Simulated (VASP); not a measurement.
The system is Ta.

```
Ta
1.0
     2.90037    0.00000    0.00000
    -1.45019    2.51180    0.00000
     0.00000    0.00000    5.16627
Ta
2
Direct
  0.66667 0.33333 0.75000
  0.33333 0.66667 0.25000
```

Base run:

```yaml
Program: VASP 6.6.1
Functional: LDA
Potentials_or_basis: VASP PAW LDA potentials, release 64 (Ta_pv)
Cutoff: 520 eV
k_mesh: 11 × 11 × 6
Occupations: fermi-dirac, width 0.05 eV
Spin: collinear spin, ferromagnetic start
Starting_moments: "[0.8, 0.8] μB"
Fixed_moment: 1.6 μB
```

Its results: pressure -8.7 GPa; site moments Ta +0.53 μB.

Problem. The run is repeated on the same cell with these changes: fixed moment from 1.6 μB to 0.3 μB; moments at the start from [0.8, 0.8] to [0.15, 0.15]. What comes out?

Solution. Pressure -11.0 GPa; site moments Ta +0.10 μB.

Caveats: the total moment is fixed, so each spin has its own Fermi level.
